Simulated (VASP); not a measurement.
# HgTe (F-43m) in VASP: single point with LDA

Aim: the single point of HgTe with LDA.

Everything below comes from runs of VASP 6.6.1. Logs are shortened: lines on timing, memory, paths and dates and some standing lists are left out, and cuts for length are marked.

**1. The cell of the first run**

The structure is cubic, space group F-43m (No. 216). Conventional cell: a = 6.447 Å, b = 6.447 Å, c = 6.447 Å, α = 90.00°, β = 90.00°, γ = 90.00°. Within 3.7 Å of Hg (site symmetry -43m) lie 4 Te at 2.79 Å. Within 3.7 Å of Te (site symmetry -43m) lie 4 Hg at 2.79 Å.

**2. Single point, LDA**

INCAR reads:

```
  PREC = Accurate
  ENCUT = 500
  EDIFF = 1E-6
  ISMEAR = 0
  SIGMA = 0.1
  LREAL = F
  LASPH = T
  NELM = 120
  ALGO = Normal
  ISIF = 2
  LWAVE = F
  LCHARG = F
  GGA = CA
  NBANDS = 16
  GGA_COMPAT = F
```

KPOINTS reads:

```
Automatic mesh
0
Gamma
  6 6 6
```

POSCAR reads:

```
HgTe
1.0
    0.0000000000      3.2235000000      3.2235000000
    3.2235000000      0.0000000000      3.2235000000
    3.2235000000      3.2235000000      0.0000000000
Hg Te
1 1
Direct
    0.0000000000      0.0000000000      0.0000000000
    0.7500000000      0.7500000000      0.7500000000
```

Potentials or basis: VASP PAW LDA potentials, release 64 (Hg, Te).

Started as:

```console
cat potpaw_LDA.64/Hg/POTCAR potpaw_LDA.64/Te/POTCAR > POTCAR
mpirun -np 1 vasp_std > vasp.out
```

OUTCAR:

```text
PREC = Accurate
   ENCUT = 500
   EDIFF = 1E-6
   ISMEAR = 0
   LREAL = F
   LASPH = T
   NELM = 120
   ISIF = 2
   GGA = CA

 ion  position               nearest neighbor table
   1  0.000  0.000  0.000-   2 2.79   2 2.79   2 2.79   2 2.79
   2  0.750  0.750  0.750-   1 2.79   1 2.79   1 2.79   1 2.79

  LATTYP: Found a face centered cubic cell.
 ALAT       =     6.4470000000

  Lattice vectors:

 A1 = (   0.0000000000,   3.2235000000,   3.2235000000)
 A2 = (   3.2235000000,   0.0000000000,   3.2235000000)
 A3 = (   3.2235000000,   3.2235000000,   0.0000000000)

Analysis of symmetry for initial positions (statically):
=====================================================================
 Subroutine PRICEL returns:
 Original cell was already a primitive cell.

 Routine SETGRP: Setting up the symmetry group for a
 face centered cubic supercell.

 Subroutine GETGRP returns: Found 24 space group operations
 (whereof 24 operations were pure point group operations)
 out of a pool of 48 trial point group operations.

The static configuration has the point symmetry T_d .

Analysis of symmetry for dynamics (positions and initial velocities):
=====================================================================
 Subroutine PRICEL returns:
 Original cell was already a primitive cell.

 Routine SETGRP: Setting up the symmetry group for a
 face centered cubic supercell.

 Subroutine GETGRP returns: Found 24 space group operations
 (whereof 24 operations were pure point group operations)
 out of a pool of 48 trial point group operations.

The dynamic configuration has the point symmetry T_d .

 Subroutine INISYM returns: Found 24 space group operations
 (whereof 24 operations are pure point group operations),
 and found     1 'primitive' translations

----------------------------------------------------------------------------------------

                                     Primitive cell

  volume of cell :      66.9905

  direct lattice vectors                    reciprocal lattice vectors
     0.000000000  3.223500000  3.223500000    -0.155110904  0.155110904  0.155110904
     3.223500000  0.000000000  3.223500000     0.155110904 -0.155110904  0.155110904
     3.223500000  3.223500000  0.000000000     0.155110904  0.155110904 -0.155110904

  length of vectors
     4.558717418  4.558717418  4.558717418     0.268659967  0.268659967  0.268659967

  position of ions in fractional coordinates (direct lattice)
     0.000000000  0.000000000  0.000000000
     0.750000000  0.750000000  0.750000000

  ion indices of the primitive-cell ions
   primitive index   ion index
                 1           1
                 2           2

----------------------------------------------------------------------------------------

 KPOINTS: Automatic mesh

Automatic generation of k-mesh.
 Grid dimensions read from file:
 generate k-points for:    6    6    6

 Generating k-lattice:

  Cartesian coordinates                     Fractional coordinates (reciprocal lattice)
    -0.025851817  0.025851817  0.025851817     0.166666667  0.000000000  0.000000000
     0.025851817 -0.025851817  0.025851817     0.000000000  0.166666667  0.000000000
     0.025851817  0.025851817 -0.025851817     0.000000000  0.000000000  0.166666667

  Length of vectors
     0.044776661  0.044776661  0.044776661

  Shift w.r.t. Gamma in fractional coordinates (k-lattice)
     0.000000000  0.000000000  0.000000000

 Subroutine IBZKPT returns following result:
 ===========================================

 Found     16 irreducible k-points:

 Following reciprocal coordinates:
            Coordinates               Weight
  0.000000  0.000000  0.000000      1.000000
  0.166667  0.000000  0.000000      8.000000
  0.333333  0.000000  0.000000      8.000000
  0.500000  0.000000  0.000000      4.000000
  0.166667  0.166667  0.000000      6.000000
  0.333333  0.166667  0.000000     24.000000
[... 8 lines left out ...]
 -0.333333  0.333333  0.166667     24.000000
 -0.333333  0.500000  0.166667     12.000000
   k-points           NKPTS =     16   k-points in BZ     NKDIM =     16   number of bands    NBANDS=     16
   number of dos      NEDOS =    301   number of ions     NIONS =      2
   total plane-waves  NPLWV =  46656
   dimension x,y,z NGX =    36 NGY =   36 NGZ =   36
   dimension x,y,z NGXF=    72 NGYF=   72 NGZF=   72
   ions per type =               1   1
   NGX,Y,Z   is equivalent  to a cutoff of  13.13, 13.13, 13.13 a.u.
   NGXF,Y,Z  is equivalent  to a cutoff of  26.26, 26.26, 26.26 a.u.
 SYSTEM =  unknown system
   PREC   = accura    normal or accurate (medium, high low for compatibility)
   ISTART =      0    job   : 0-new  1-cont  2-samecut
   ICHARG =      2    charge: 1-file 2-atom 10-const
   ISPIN  =      1    spin polarized calculation?
   LNONCOLLINEAR =      F non collinear calculations
   LSORBIT =      F    spin-orbit coupling
   LASPH  =      T    aspherical Exc in radial PAW
   ENCUT  =  500.0 eV  36.75 Ry    6.06 a.u.   8.31  8.31  8.31*2*pi/ulx,y,z
   NELM   =    120;   NELMIN=  2; NELMDL= -5     # of ELM steps
   EDIFF  = 0.1E-05   stopping-criterion for ELM
   LREAL  =      F    real-space projection
   EDIFFG = 0.1E-04   stopping-criterion for IOM
   NSW    =      0    number of steps for IOM
   IBRION =     -1    ionic relax: 0-MD 1-quasi-New 2-CG
   NFREE  =      0    steps in history (QN), initial steepest desc. (CG)
   ISIF   =      2    stress and relaxation
   ISYM   =      2    0-nonsym 1-usesym 2-fastsym
   POTIM  = 0.5000    time-step for ionic-motion
   TEBEG  =    0.0;   TEEND  =   0.0 temperature during run
   PSTRESS=    0.0 pullay stress
   NELECT =      18.0000    total number of electrons
   NUPDOWN=      -1.0000    fix difference up-down
   EMIN   =  10.00;   EMAX   =-10.00  energy-range for DOS
   EFERMI =   0.00;   METHOD = LEGACY
   ISMEAR =     0;   SIGMA  =   0.10  broadening in eV -4-tet -1-fermi 0-gaus
   EFERMI_NEDOS =   21; number of points for ismear=-14 and -15
   IALGO  =     38    algorithm
   IMIX   =      4    mixing-type and parameters
     AMIX     =   0.40;   BMIX     =  1.00
     AMIX_MAG =   1.60;   BMIX_MAG =  1.00
  volume/ion in A,a.u.               =      33.50       226.04
  Fermi-wavevector in a.u.,A,eV,Ry     =   1.056399  1.996305 15.183815  1.115979
  Thomas-Fermi vector in A             =   2.191633
   LORBIT       =      0    0 simple, 1 ext, 2 COOP (PROOUT), +10 PAW based schemes
   GGA     = CA    functional components
   LHFCALC =     F    Hartree Fock is set to
   AEXX    =    0.0000 exact exchange contribution
   IVDW    =     0    specifies the selected vdW correction
   LEPSILON=     F    determine dielectric tensor
   LRPA    =     F    only Hartree local field effects (RPA)
 non-spin polarized calculation
 Gauss-broadening in eV      SIGMA  =   0.10
  energy-cutoff  :      500.00
  volume of cell :       66.99
 maximum number of plane-waves:      1724
 NGX is ok and might be reduce to    36
   NGX = 17   NGY = 17   NGZ = 17

 number of electron      18.0000001 magnetization

 Free energy of the ion-electron system (eV)
  ---------------------------------------------------
  ext. energy  EPLUGINS =         0.00000000
  ---------------------------------------------------
  free energy    TOTEN  =        -5.02509137 eV

  energy without entropy =       -5.02437712  energy(sigma->0) =       -5.02473424

 E-fermi :   3.0236     XC(G=0):  -9.1329

 val. band max:        2.9931220970   @ k =   0.0000   0.0000   0.0000
 cond. band min:       3.5891219033   @ k =   0.5000   0.0000   0.0000
 fundamental gap:      0.5959998063
 Fermi energy:         3.0235807689

 k-point     1 :       0.0000    0.0000    0.0000
  band No.  band energies     occupation
      1      -9.1041      2.00000
      2      -4.4330      2.00000
      3      -4.4330      2.00000
      4      -4.4330      2.00000
      5      -3.8913      2.00000
      6      -3.8913      2.00000
[... 8 lines left out ...]
     15      12.5142      0.00000
     16      12.5142      0.00000

 k-point     2 :       0.1667    0.0000    0.0000
  band No.  band energies     occupation
      1      -8.9683      2.00000
      2      -4.3961      2.00000
      3      -4.3961      2.00000
      4      -4.3794      2.00000
      5      -3.8945      2.00000
      6      -3.8945      2.00000
[... 8 lines left out ...]
     15      11.4587      0.00000
     16      11.4587      0.00000

 k-point     3 :       0.3333    0.0000    0.0000
  band No.  band energies     occupation
      1      -8.6762      2.00000
      2      -4.3323      2.00000
      3      -4.3323      2.00000
      4      -4.0906      2.00000
      5      -3.8855      2.00000
      6      -3.8855      2.00000
[... 8 lines left out ...]
     15      11.7769      0.00000
     16      11.7769      0.00000

 k-point     4 :       0.5000    0.0000    0.0000
  band No.  band energies     occupation
      1      -8.5190      2.00000
      2      -4.3076      2.00000
      3      -4.3076      2.00000
      4      -3.8707      2.00000
      5      -3.8707      2.00000
      6      -3.5855      2.00000
[... 8 lines left out ...]
     15      12.9531      0.00000
     16      12.9531      0.00000
[... 172 lines left out ...]
 k-point    14 :       0.5000    0.3333    0.1667
  band No.  band energies     occupation
      1      -8.4742      2.00000
      2      -4.2624      2.00000
      3      -4.2325      2.00000
      4      -4.0545      2.00000
      5      -3.8681      2.00000
      6      -3.7504      2.00000
[... 8 lines left out ...]
     15      13.1255      0.00000
     16      13.9251      0.00000

 k-point    15 :      -0.3333    0.3333    0.1667
  band No.  band energies     occupation
      1      -8.3679      2.00000
      2      -4.2376      2.00000
      3      -4.1990      2.00000
      4      -3.9449      2.00000
      5      -3.9039      2.00000
      6      -3.4261      2.00000
[... 8 lines left out ...]
     15      13.1971      0.00000
     16      13.9260      0.00000

 k-point    16 :      -0.3333    0.5000    0.1667
  band No.  band energies     occupation
      1      -8.3151      2.00000
      2      -4.2191      2.00000
      3      -4.1431      2.00000
      4      -4.0175      2.00000
      5      -3.8752      2.00000
      6      -3.3052      2.00000
[... 8 lines left out ...]
     15      13.8052      0.00000
     16      14.0943      0.00000

------------------------ aborting loop because EDIFF is reached ----------------------------------------

  FORCE on cell =-STRESS in cart. coord.  units (eV):
  Direction    XX          YY          ZZ          XY          YZ          ZX
  --------------------------------------------------------------------------------------
  -------------------------------------------------------------------------------------
  Total        0.0285098      0.0285098      0.0285098     -0.0000000     -0.0000000      0.0000000
  in kB        0.6818543      0.6818543      0.6818543     -0.0000000     -0.0000000      0.0000000
  external PRESSURE =       0.6818543 kB  Pullay stress =       0.0000000 kB

 VOLUME and BASIS-vectors are now :
 -----------------------------------------------------------------------------
  energy-cutoff  :      500.00
  volume of cell :       66.99
      direct lattice vectors                 reciprocal lattice vectors
     0.000000000  3.223500000  3.223500000    -0.155110904  0.155110904  0.155110904
     3.223500000  0.000000000  3.223500000     0.155110904 -0.155110904  0.155110904
     3.223500000  3.223500000  0.000000000     0.155110904  0.155110904 -0.155110904

 POSITION                                       TOTAL-FORCE (eV/Angst)
 -----------------------------------------------------------------------------------
      0.00000      0.00000      0.00000         0.000000      0.000000      0.000000
      4.83525      4.83525      4.83525        -0.000000     -0.000000     -0.000000
 -----------------------------------------------------------------------------------
    total drift:                                0.000000      0.000000      0.000000

  FREE ENERGIE OF THE ION-ELECTRON SYSTEM (eV)
  ---------------------------------------------------
  free  energy   TOTEN  =        -5.0250913712 eV

  energy  without entropy=       -5.0243771185  energy(sigma->0) =       -5.02473424
```

Wall time 25 s (1 thread of AMD EPYC 7R43 (Zen 3), shared host); peak memory 0.14 GiB.

Results:

* Free energy: -5.0251 eV
* Pressure: 0.1 GPa
* Band gap on the k mesh: zero (filled and empty bands touch)

Caveat: spin-orbit coupling is left out, which moves the levels of the heavy elements.
